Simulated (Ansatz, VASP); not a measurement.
Pt in VASP and in Ansatz

```
CELL_PARAMETERS angstrom
-1.39029 1.39029 1.96587
1.39029 -1.39029 1.96587
1.39029 1.39029 -1.96587
ATOMIC_POSITIONS crystal
Pt 0.00000 0.00000 0.00000
```

Alike in both runs: task single point; functional PBEsol; k mesh 30 × 30 × 30; occupations gaussian, width 0.15 eV; no spin polarisation.

```csv
,VASP,Ansatz
version,VASP 6.6.1,Ansatz 0.2.0
potentials or method,"VASP PAW PBE potentials, release 64 (Pt), cutoff 520 eV","scalar-relativistic, plane waves, PAW"
valence electrons in the cell,10,18
```

|  | VASP | Ansatz | Ansatz less VASP |
| --- | --- | --- | --- |
| gap on the k mesh at the Fermi level (eV) | none | none | - |
| pressure (GPa) | -3.3 | -2.9 | +0.39 |

VASP's potentials were made for PBE, not for PBEsol. A gap of «none» marks a metal or a gap that the smearing closes. With one functional, cell and mesh, what is left measures potentials, basis and numerics. VASP's potentials hold 10 valence electrons a cell and Ansatz's 18, so a difference there can come from the potentials and not from the codes.

Spin-orbit coupling is off throughout.
